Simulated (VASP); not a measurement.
LaAgO3, 5 atoms in the cell. The structure is cubic, space group Pm-3m (No. 221). Conventional cell: a = 4.074 Å, b = 4.074 Å, c = 4.074 Å, α = 90.00°, β = 90.00°, γ = 90.00°. La (site symmetry m-3m) has 12 O at 2.88 Å and 8 Ag at 3.53 Å within 3.8 Å. Within 2.7 Å of Ag (site symmetry m-3m) lie 6 O at 2.04 Å. Within 2.7 Å of O (site symmetry 4/mmm) lie 2 Ag at 2.04 Å. 

```yaml
Program: VASP 6.6.1
Task: single point
Functional: LDA
Potentials_or_basis: VASP PAW LDA potentials, release 64 (La, Ag, O)
Cutoff: 520 eV
k_mesh: 6 × 6 × 6
Occupations: fermi-dirac, width 0.15 eV
Spin: no spin polarisation
Dipole_correction: no
Further_INCAR_settings: ALGO = Normal; EDIFF = 1e-07; NBANDS = 28
```

Potentials or basis: VASP PAW LDA potentials, release 64 (La, Ag, O).

Launch:

```sh
$ cat potpaw_LDA.64/La/POTCAR potpaw_LDA.64/Ag/POTCAR potpaw_LDA.64/O/POTCAR > POTCAR
$ mpirun -np 1 vasp_std > vasp.out
```

Hardware: 1 thread of AMD EPYC 7R13 Processor (Zen 3) (shared host).

How long does it take, and how much memory?

Run time: 47 s on 1 thread of AMD EPYC 7R13 Processor (Zen 3), on a shared host, peak memory 0.15 GiB. Counts: scf iterations 17, k points 20.
